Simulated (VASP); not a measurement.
# ZnSe (I-4m2) in VASP: a series of runs

ZnSe is run at these levels: PBE; tasks: single point.

Everything below comes from runs of VASP 6.6.1. Logs are shortened: lines on timing, memory, paths and dates and some standing lists are left out, and cuts for length are marked.

## (1) The cell of the first run

It takes space group I-4m2 (No. 119, tetragonal). Conventional cell: a = 4.008 Å, b = 4.008 Å, c = 5.611 Å, α = 90.00°, β = 90.00°, γ = 90.00°. Zn (site symmetry -4m2) has 4 Se at 2.45 Å within 3.2 Å. Within 3.2 Å of Se (site symmetry -4m2) lie 4 Zn at 2.45 Å.

## (2) Single point, PBE (zz strain of -1 %)

INCAR reads:

```
SYSTEM = ZnSe
ALGO = Normal
EDIFF = 1E-6
ENCUT = 520
GGA = PE
ISIF = 2
ISMEAR = -1
LASPH = .TRUE.
LCHARG = .FALSE.
LREAL = .FALSE.
LWAVE = .FALSE.
NBANDS = 16
NELM = 100
PREC = Accurate
SIGMA = 0.03
```

KPOINTS reads:

```
k-points
0
G
  8 8 8
  0 0 0
```

POSCAR reads:

```
ZnSe
1.0
    0.0000000000      2.8338000000      2.8054620000
    2.8338000000      0.0000000000      2.8054620000
    2.8338000000      2.8338000000      0.0000000000
Zn Se
1 1
Direct
    0.0000000000      0.0000000000      0.0000000000
    0.7500000000      0.7500000000      0.7500000000
```

Potentials or basis: VASP PAW PBE potentials, release 64 (Zn, Se).

On the command line:

```console
$ cat potpaw_PBE.64/Zn/POTCAR potpaw_PBE.64/Se/POTCAR > POTCAR
$ mpirun -np 1 vasp_std > vasp.out
```

OUTCAR:

```text
SYSTEM = ZnSe
   EDIFF = 1E-6
   ENCUT = 520
   GGA = PE
   ISIF = 2
   ISMEAR = -1
   LASPH = .TRUE.
   LREAL = .FALSE.
   NELM = 100
   PREC = Accurate

 ion  position               nearest neighbor table
   1  0.000  0.000  0.000-   2 2.45   2 2.45   2 2.45   2 2.45
   2  0.750  0.750  0.750-   1 2.45   1 2.45   1 2.45   1 2.45

  LATTYP: Found a body centered tetragonal cell.
 ALAT       =     4.0075983931
 C/A-ratio  =     1.4000714267

  Lattice vectors:

 A1 = (   0.0000000000,  -2.8338000000,  -2.8054620000)
 A2 = (   0.0000000000,   2.8338000000,  -2.8054620000)
 A3 = (   2.8338000000,   0.0000000000,   2.8054620000)

Analysis of symmetry for initial positions (statically):
=====================================================================
 Subroutine PRICEL returns:
 Original cell was already a primitive cell.

 Routine SETGRP: Setting up the symmetry group for a
 body centered tetragonal supercell.

 Subroutine GETGRP returns: Found  8 space group operations
 (whereof  8 operations were pure point group operations)
 out of a pool of 16 trial point group operations.

The static configuration has the point symmetry D_2d.

Analysis of symmetry for dynamics (positions and initial velocities):
=====================================================================
 Subroutine PRICEL returns:
 Original cell was already a primitive cell.

 Routine SETGRP: Setting up the symmetry group for a
 body centered tetragonal supercell.

 Subroutine GETGRP returns: Found  8 space group operations
 (whereof  8 operations were pure point group operations)
 out of a pool of 16 trial point group operations.

The dynamic configuration has the point symmetry D_2d.

 Subroutine INISYM returns: Found  8 space group operations
 (whereof  8 operations are pure point group operations),
 and found     1 'primitive' translations

----------------------------------------------------------------------------------------

                                     Primitive cell

  volume of cell :      45.0581

  direct lattice vectors                    reciprocal lattice vectors
     0.000000000  2.833800000  2.805462000    -0.176441527  0.176441527  0.178223765
     2.833800000  0.000000000  2.805462000     0.176441527 -0.176441527  0.178223765
     2.833800000  2.833800000  0.000000000     0.176441527  0.176441527 -0.178223765

  length of vectors
     3.987610747  3.987610747  4.007598393     0.306638118  0.306638118  0.306638118

  position of ions in fractional coordinates (direct lattice)
     0.000000000  0.000000000  0.000000000
     0.750000000  0.750000000  0.750000000

  ion indices of the primitive-cell ions
   primitive index   ion index
[... 66 lines left out ...]
   ISTART =      0    job   : 0-new  1-cont  2-samecut
   ICHARG =      2    charge: 1-file 2-atom 10-const
   ISPIN  =      1    spin polarized calculation?
   LNONCOLLINEAR =      F non collinear calculations
   LSORBIT =      F    spin-orbit coupling
   LASPH  =      T    aspherical Exc in radial PAW
   ENCUT  =  520.0 eV  38.22 Ry    6.18 a.u.   7.41  7.41  7.45*2*pi/ulx,y,z
   NELM   =    100;   NELMIN=  2; NELMDL= -5     # of ELM steps
   EDIFF  = 0.1E-05   stopping-criterion for ELM
   LREAL  =      F    real-space projection
   EDIFFG = 0.1E-04   stopping-criterion for IOM
   NSW    =      0    number of steps for IOM
   IBRION =     -1    ionic relax: 0-MD 1-quasi-New 2-CG
   NFREE  =      0    steps in history (QN), initial steepest desc. (CG)
   ISIF   =      2    stress and relaxation
   ISYM   =      2    0-nonsym 1-usesym 2-fastsym
   POTIM  = 0.5000    time-step for ionic-motion
   TEBEG  =    0.0;   TEEND  =   0.0 temperature during run
   PSTRESS=    0.0 pullay stress
   NELECT =      18.0000    total number of electrons
   NUPDOWN=      -1.0000    fix difference up-down
   EMIN   =  10.00;   EMAX   =-10.00  energy-range for DOS
   EFERMI =   0.00;   METHOD = LEGACY
   ISMEAR =    -1;   SIGMA  =   0.03  broadening in eV -4-tet -1-fermi 0-gaus
   EFERMI_NEDOS =   21; number of points for ismear=-14 and -15
   IALGO  =     38    algorithm
   IMIX   =      4    mixing-type and parameters
     AMIX     =   0.40;   BMIX     =  1.00
     AMIX_MAG =   1.60;   BMIX_MAG =  1.00
  volume/ion in A,a.u.               =      22.53       152.03
  Fermi-wavevector in a.u.,A,eV,Ry     =   1.205706  2.278454 19.779155  1.453727
  Thomas-Fermi vector in A             =   2.341395
   LORBIT       =      0    0 simple, 1 ext, 2 COOP (PROOUT), +10 PAW based schemes
   GGA     = PE    functional components
[... 5 lines left out ...]
 non-spin polarized calculation
  energy-cutoff  :      520.00
  volume of cell :       45.06
 maximum number of plane-waves:      1243
 NGX is ok and might be reduce to    30
   NGX = 15   NGY = 15   NGZ = 15

 number of electron      18.0000003 magnetization

 Free energy of the ion-electron system (eV)
  ---------------------------------------------------
  ext. energy  EPLUGINS =         0.00000000
  ---------------------------------------------------
  free energy    TOTEN  =        -6.01216890 eV

  energy without entropy =       -6.01216890  energy(sigma->0) =       -6.01216890

 E-fermi :   2.3345     XC(G=0):  -9.3678

 val. band max:        1.7241029961   @ k =   0.0000   0.0000   0.0000
 cond. band min:       3.0305359882   @ k =   0.0000   0.0000   0.0000
 fundamental gap:      1.3064329922
 Fermi energy:         2.3345094760

 k-point     1 :       0.0000    0.0000    0.0000
  band No.  band energies     occupation
      1     -11.6241      2.00000
      2      -4.8846      2.00000
      3      -4.8846      2.00000
      4      -4.8801      2.00000
      5      -4.5052      2.00000
      6      -4.5034      2.00000
[... 433 lines left out ...]
      3      -4.7801      2.00000
      4      -4.7053      2.00000
      5      -4.5025      2.00000
      6      -4.4833      2.00000
[... 8 lines left out ...]
     15      13.4784      0.00000
     16      14.0245      0.00000

 [... further k-points ...]
[... 5 lines left out ...]
  --------------------------------------------------------------------------------------
  -------------------------------------------------------------------------------------
  Total        0.8220450      0.8220450      0.9144951      0.0000000      0.0000000      0.0000000
  in kB       29.2303066     29.2303066     32.5176526      0.0000000      0.0000000      0.0000000
  external PRESSURE =      30.3260886 kB  Pullay stress =       0.0000000 kB

 VOLUME and BASIS-vectors are now :
 -----------------------------------------------------------------------------
  energy-cutoff  :      520.00
  volume of cell :       45.06
      direct lattice vectors                 reciprocal lattice vectors
     0.000000000  2.833800000  2.805462000    -0.176441527  0.176441527  0.178223765
     2.833800000  0.000000000  2.805462000     0.176441527 -0.176441527  0.178223765
     2.833800000  2.833800000  0.000000000     0.176441527  0.176441527 -0.178223765

 POSITION                                       TOTAL-FORCE (eV/Angst)
 -----------------------------------------------------------------------------------
      0.00000      0.00000      0.00000         0.000000     -0.000000      0.000000
      4.25070      4.25070      4.20819        -0.000000      0.000000     -0.000000
 -----------------------------------------------------------------------------------
    total drift:                                0.000001      0.000001     -0.000000

  FREE ENERGIE OF THE ION-ELECTRON SYSTEM (eV)
  ---------------------------------------------------
  free  energy   TOTEN  =        -6.0121689019 eV

  energy  without entropy=       -6.0121689019  energy(sigma->0) =       -6.01216890
```

OSZICAR:

```text
N       E                     dE             d eps       ncg     rms          rms(c)
DAV:   1     0.866756688661E+02    0.86676E+02   -0.87899E+03  1888   0.130E+03
DAV:   2    -0.835068564401E+00   -0.87511E+02   -0.81831E+02  2144   0.253E+02
DAV:   3    -0.625748286659E+01   -0.54224E+01   -0.54011E+01  2320   0.612E+01
DAV:   4    -0.630009854463E+01   -0.42616E-01   -0.42612E-01  2384   0.581E+00
DAV:   5    -0.630029648457E+01   -0.19794E-03   -0.19794E-03  2360   0.358E-01    0.484E+00
DAV:   6    -0.603138120106E+01    0.26892E+00   -0.53318E-01  2848   0.240E+01    0.369E+00
DAV:   7    -0.601207205546E+01    0.19309E-01   -0.15506E-01  2184   0.353E+00    0.157E+00
DAV:   8    -0.601184534573E+01    0.22671E-03   -0.44404E-03  2672   0.691E-01    0.454E-01
DAV:   9    -0.601206781694E+01   -0.22247E-03   -0.11034E-03  2224   0.253E-01    0.660E-02
DAV:  10    -0.601217553618E+01   -0.10772E-03   -0.19854E-04  2464   0.104E-01    0.226E-02
DAV:  11    -0.601216761617E+01    0.79200E-05   -0.37804E-05  2200   0.520E-02    0.486E-03
DAV:  12    -0.601216870061E+01   -0.10844E-05   -0.50400E-06  2504   0.132E-02    0.260E-03
DAV:  13    -0.601216890194E+01   -0.20134E-06   -0.46000E-07  1824   0.509E-03
   1 F= -.60121689E+01 E0= -.60121689E+01  d E =-.642030E-11
```

Wall time 39 s (1 thread of AMD EPYC 9R45 (Zen 5), shared host); peak memory 0.15 GiB.

Results:

| Property | Result |
| --- | --- |
| Free energy | -6.0122 eV |
| Pressure | 3.0 GPa |
| Band gap on the k mesh | 1.31 eV, direct |

Stress tensor (GPa, compression positive):
```
2.92 0.00 0.00
0.00 2.92 0.00
0.00 0.00 3.25
```

Levels at points of the mesh, in eV from the valence-band top:
```
           k point  band 5  band 6  band 7  band 8  band 9  band 10  band 11  band 12  band 13  band 14
(0.00, 0.00, 0.00)   -6.23   -6.23   -0.04   -0.04    0.00     1.31     5.77     5.77     5.77     9.94
(0.50, 0.00, 0.00)   -6.21   -6.07   -5.32   -0.94   -0.88     2.53     6.31     6.40     8.58    11.00
(0.50, 0.50, 0.00)   -6.18   -6.04   -4.78   -2.28   -2.28     2.91     3.37    10.85    11.29    11.29
(0.50, 0.00, 0.50)   -6.18   -6.05   -4.84   -2.24   -2.22     2.95     3.47    10.76    11.24    11.34
```

Caveat: the cell differs from its parent crystal (zz strain of -1 %).

## (3) Single point, PBE (zz strain of +1 %)

INCAR reads:

```
SYSTEM = ZnSe
ALGO = Normal ; EDIFF = 1E-6
ENCUT = 520 ; GGA = PE
ISIF = 2 ; ISMEAR = -1
LASPH = .TRUE. ; LCHARG = .FALSE.
LREAL = .FALSE. ; LWAVE = .FALSE.
NBANDS = 16 ; NELM = 60
PREC = Accurate ; SIGMA = 0.03
```

KPOINTS is that of step 2.

POSCAR reads:

```
ZnSe
1.0
    0.0000000000      2.8338000000      2.8621380000
    2.8338000000      0.0000000000      2.8621380000
    2.8338000000      2.8338000000      0.0000000000
Zn Se
1 1
Direct
    0.0000000000      0.0000000000      0.0000000000
    0.7500000000      0.7500000000      0.7500000000
```

Potentials or basis: VASP PAW PBE potentials, release 64 (Zn, Se).

On the command line:

```console
$ cat potpaw_PBE.64/Zn/POTCAR potpaw_PBE.64/Se/POTCAR > POTCAR
$ mpirun -np 1 vasp_std > vasp.out
```

OUTCAR:

```text
SYSTEM = ZnSe
   EDIFF = 1E-6
   ENCUT = 520
   GGA = PE
   ISIF = 2
   ISMEAR = -1
   LASPH = .TRUE.
   LREAL = .FALSE.
   NELM = 60
   PREC = Accurate

 ion  position               nearest neighbor table
   1  0.000  0.000  0.000-   2 2.46   2 2.46   2 2.46   2 2.46
   2  0.750  0.750  0.750-   1 2.46   1 2.46   1 2.46   1 2.46

  LATTYP: Found a body centered tetragonal cell.
 ALAT       =     4.0075983931
 C/A-ratio  =     1.4283556980

  Lattice vectors:

 A1 = (  -2.8338000000,   0.0000000000,   2.8621380000)
 A2 = (   2.8338000000,   0.0000000000,   2.8621380000)
 A3 = (   0.0000000000,   2.8338000000,  -2.8621380000)

[... 625 lines left out ...]
      6      -4.6004      2.00000
[... 8 lines left out ...]
     15      13.2651      0.00000
     16      13.8049      0.00000

 [... further k-points ...]
[... 5 lines left out ...]
  --------------------------------------------------------------------------------------
  -------------------------------------------------------------------------------------
  Total        0.5186314      0.5186314      0.4196919      0.0000000     -0.0000000      0.0000000
  in kB       18.0763362     18.0763362     14.6279083      0.0000000     -0.0000000      0.0000000
  external PRESSURE =      16.9268602 kB  Pullay stress =       0.0000000 kB

 VOLUME and BASIS-vectors are now :
 -----------------------------------------------------------------------------
  energy-cutoff  :      520.00
  volume of cell :       45.97
      direct lattice vectors                 reciprocal lattice vectors
     0.000000000  2.833800000  2.862138000    -0.176441527  0.176441527  0.174694581
     2.833800000  0.000000000  2.862138000     0.176441527 -0.176441527  0.174694581
     2.833800000  2.833800000  0.000000000     0.176441527  0.176441527 -0.174694581

 POSITION                                       TOTAL-FORCE (eV/Angst)
 -----------------------------------------------------------------------------------
      0.00000      0.00000      0.00000        -0.000000     -0.000000     -0.000000
      4.25070      4.25070      4.29321         0.000000      0.000000      0.000000
 -----------------------------------------------------------------------------------
    total drift:                                0.000001      0.000001      0.000002

  FREE ENERGIE OF THE ION-ELECTRON SYSTEM (eV)
  ---------------------------------------------------
  free  energy   TOTEN  =        -6.0255224448 eV

  energy  without entropy=       -6.0255224448  energy(sigma->0) =       -6.02552244
```

OSZICAR:

```text
N       E                     dE             d eps       ncg     rms          rms(c)
DAV:   1     0.870807216372E+02    0.87081E+02   -0.86558E+03  1888   0.127E+03
DAV:   2    -0.789933049988E+00   -0.87871E+02   -0.82537E+02  2096   0.251E+02
DAV:   3    -0.626927939484E+01   -0.54793E+01   -0.54572E+01  2312   0.611E+01
DAV:   4    -0.631387818592E+01   -0.44599E-01   -0.44592E-01  2336   0.587E+00
DAV:   5    -0.631408682540E+01   -0.20864E-03   -0.20864E-03  2392   0.363E-01    0.466E+00
DAV:   6    -0.604418650213E+01    0.26990E+00   -0.53303E-01  2816   0.236E+01    0.357E+00
DAV:   7    -0.602537291505E+01    0.18814E-01   -0.15204E-01  2232   0.347E+00    0.152E+00
DAV:   8    -0.602517905568E+01    0.19386E-03   -0.43248E-03  2520   0.653E-01    0.446E-01
DAV:   9    -0.602541990069E+01   -0.24085E-03   -0.10794E-03  2200   0.249E-01    0.666E-02
DAV:  10    -0.602552535053E+01   -0.10545E-03   -0.17969E-04  2448   0.100E-01    0.204E-02
DAV:  11    -0.602552113936E+01    0.42112E-05   -0.33488E-05  2168   0.482E-02    0.471E-03
DAV:  12    -0.602552229482E+01   -0.11555E-05   -0.45059E-06  2528   0.126E-02    0.282E-03
DAV:  13    -0.602552244484E+01   -0.15002E-06   -0.51239E-07  1808   0.536E-03
   1 F= -.60255224E+01 E0= -.60255224E+01  d E =-.135088E-10
```

stdout:

```text
POSCAR found type information on POSCAR ZnSe
 POSCAR found :  2 types and       2 ions
 scaLAPACK will be used
 LDA part: xc-table for (Slater+PW92), standard interpolation
 POSCAR, INCAR and KPOINTS ok, starting setup
 FFT: planning ... GRIDC
 FFT: planning ... GRID_SOFT
 FFT: planning ... GRID
 WAVECAR not read
 entering main loop
```

Wall time 33 s (1 thread of AMD EPYC 9R45 (Zen 5), shared host); peak memory 0.16 GiB.

Results:

* Free energy: -6.0255 eV
* Pressure: 1.7 GPa
* Band gap on the k mesh: 1.24 eV, direct

Stress tensor (GPa, compression positive):
```
1.81 0.00 0.00
0.00 1.81 0.00
0.00 0.00 1.46
```

Caveat: the cell differs from its parent crystal (zz strain of +1 %).

## (4) Single point, PBE (zz strain of +2 %)

INCAR reads:

```
ALGO = Normal
EDIFF = 1E-7
ENCUT = 520
GGA = PE
ISIF = 2
ISMEAR = -1
LASPH = T
LCHARG = F
LREAL = F
LWAVE = F
NBANDS = 16
NELM = 100
PREC = Accurate
SIGMA = 0.03
```

KPOINTS reads:

```
k-points
0
Gamma
  8 8 8
```

POSCAR reads:

```
ZnSe
1.0
    0.0000000000      2.8338000000      2.8904760000
    2.8338000000      0.0000000000      2.8904760000
    2.8338000000      2.8338000000      0.0000000000
Zn Se
1 1
Direct
    0.0000000000      0.0000000000      0.0000000000
    0.7500000000      0.7500000000      0.7500000000
```

On the command line:

```console
$ cat potpaw_PBE.64/Zn/POTCAR potpaw_PBE.64/Se/POTCAR > POTCAR
$ mpirun -np 1 vasp_std > vasp.out
```

Run time: 33 s. Hardware: 1 thread of AMD EPYC 9R45 (Zen 5), shared host; peak memory 0.16 GiB.

It converged, with:

* Free energy: -6.0284 eV
* Pressure: 1.1 GPa
* Band gap on the k mesh: 1.18 eV, direct

Stress tensor (GPa, compression positive):
```
1.29 0.00 0.00
0.00 1.29 0.00
0.00 0.00 0.59
```

Levels at points of the mesh, in eV from the valence-band top:
| k point | band 5 | band 6 | band 7 | band 8 | band 9 | band 10 | band 11 | band 12 | band 13 | band 14 |
| --- | --- | --- | --- | --- | --- | --- | --- | --- | --- | --- |
| (0.00, 0.00, 0.00) | -6.15 | -6.15 | -0.07 | 0.00 | 0.00 | 1.18 | 5.78 | 5.78 | 5.79 | 9.83 |
| (0.50, 0.00, 0.00) | -6.13 | -6.00 | -5.13 | -0.92 | -0.81 | 2.48 | 6.29 | 6.44 | 8.50 | 10.85 |
| (0.50, 0.50, 0.00) | -6.10 | -5.99 | -4.77 | -2.07 | -2.07 | 3.06 | 3.56 | 10.45 | 11.10 | 11.10 |
| (0.50, 0.00, 0.50) | -6.10 | -5.97 | -4.65 | -2.19 | -2.16 | 2.98 | 3.37 | 10.63 | 10.97 | 11.17 |

Caveat: the cell differs from its parent crystal (zz strain of +2 %).

## (5) Single point, PBE (zz strain of +3 %)

INCAR reads:

```
SYSTEM = ZnSe
PREC     = Accurate       ! precision mode
ENCUT    = 520            ! plane-wave cutoff, eV
EDIFF    = 1E-7           ! SCF threshold, eV
ISMEAR   = -1             ! smearing method
SIGMA    = 0.03           ! smearing width, eV
LREAL    = .False.        ! projectors in reciprocal space
LASPH    = .True.         ! aspherical terms in the spheres
NELM     = 60             ! most SCF steps
ALGO     = Normal         ! electronic algorithm
ISIF     = 2              ! what is computed and relaxed
LWAVE    = .False.        ! write WAVECAR
LCHARG   = .False.        ! write CHGCAR
GGA      = PE             ! functional
NBANDS   = 16             ! bands
```

KPOINTS reads:

```
Automatic mesh
0
Gamma
  8 8 8
  0 0 0
```

POSCAR reads:

```
ZnSe
1.0
    0.0000000000      2.8338000000      2.9188140000
    2.8338000000      0.0000000000      2.9188140000
    2.8338000000      2.8338000000      0.0000000000
Zn Se
1 1
Direct
    0.0000000000      0.0000000000      0.0000000000
    0.7500000000      0.7500000000      0.7500000000
```

On the command line:

```console
$ cat potpaw_PBE.64/Zn/POTCAR potpaw_PBE.64/Se/POTCAR > POTCAR
$ mpirun -np 1 vasp_std > vasp.out
```

Run time: 31 s. Hardware: 1 thread of AMD EPYC 9R45 (Zen 5), shared host; peak memory 0.15 GiB.

The run converged. Its results:

| Property | Result |
| --- | --- |
| Free energy | -6.0289 eV |
| Pressure | 0.5 GPa |
| Band gap on the k mesh | 1.13 eV, direct |

Stress tensor (GPa, compression positive):
```
 0.83  0.00  0.00
 0.00  0.83  0.00
 0.00  0.00 -0.24
```

Levels at points of the mesh, in eV from the valence-band top:
```tsv
k point	band 5	band 6	band 7	band 8	band 9	band 10	band 11	band 12	band 13	band 14
(0.00, 0.00, 0.00)	-6.14	-6.13	-0.11	0.00	0.00	1.13	5.77	5.77	5.79	9.78
(0.50, 0.00, 0.00)	-6.12	-5.99	-5.07	-0.95	-0.78	2.44	6.25	6.46	8.46	10.79
(0.50, 0.50, 0.00)	-6.09	-5.99	-4.77	-2.01	-2.01	3.10	3.60	10.30	11.02	11.02
(0.50, 0.00, 0.50)	-6.09	-5.96	-4.60	-2.19	-2.14	2.97	3.33	10.57	10.83	11.12
```

Caveat: the cell differs from its parent crystal (zz strain of +3 %).

(Continued in part 2 of 2.)
